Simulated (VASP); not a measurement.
Input of a VASP 6.6.1 run:

The input POSCAR:

```
SnTe
1.0
    0.0000000000      3.1923133075      3.1923133075
    3.1923133075      0.0000000000      3.1923133075
    3.1923133075      3.1923133075      0.0000000000
Te Sn
1 1
Direct
    0.5000000000      0.5000000000      0.5000000000
    0.0000000000      0.0000000000      0.0000000000
```

File INCAR.step1:

```
SYSTEM = SnTe
ALGO     = Normal         ! electronic algorithm
EDIFF    = 1E-4           ! SCF threshold, eV
ENCUT    = 520            ! plane-wave cutoff, eV
GGA      = PE             ! functional
ISMEAR   = -1             ! smearing method
LASPH    = .TRUE.         ! aspherical terms in the spheres
LCHARG   = .FALSE.        ! write CHGCAR
LREAL    = .FALSE.        ! projectors in reciprocal space
LWAVE    = .TRUE.         ! write WAVECAR
NBANDS   = 17             ! bands
NELM     = 60             ! most SCF steps
PREC     = Accurate       ! precision mode
SIGMA    = 0.05           ! smearing width, eV
```

INCAR.step2

```
SYSTEM = SnTe
ALGO     = Normal         ! electronic algorithm
EDIFF    = 1E-6           ! SCF threshold, eV
ENCUT    = 520            ! plane-wave cutoff, eV
ISIF     = 2              ! what is computed and relaxed
ISMEAR   = -1             ! smearing method
ISTART   = 1            
LASPH    = .TRUE.         ! aspherical terms in the spheres
LCHARG   = .FALSE.        ! write CHGCAR
LMIXTAU  = .TRUE.       
LREAL    = .FALSE.        ! projectors in reciprocal space
LWAVE    = .FALSE.        ! write WAVECAR
METAGGA  = R2SCAN         ! meta-GGA
NBANDS   = 17             ! bands
NELM     = 60             ! most SCF steps
PREC     = Accurate       ! precision mode
SIGMA    = 0.05           ! smearing width, eV
```

KPOINTS

```
k-points
0
G
  7 7 7
  0 0 0
```

Potentials or basis: VASP PAW PBE potentials, release 64 (Te, Sn_d).

The run is started by

```bash
$ cat potpaw_PBE.64/Te/POTCAR potpaw_PBE.64/Sn_d/POTCAR > POTCAR
$ cp INCAR.step1 INCAR
$ mpirun -np 1 vasp_std > vasp.out
$ cp INCAR.step2 INCAR
$ mpirun -np 1 vasp_std > vasp.out
```

(1) What does it give for the pressure?

## Answers

(1) -0.3 GPa.

Caveat: the PAW data sets were made with another functional, which shifts forces and pressure a little.
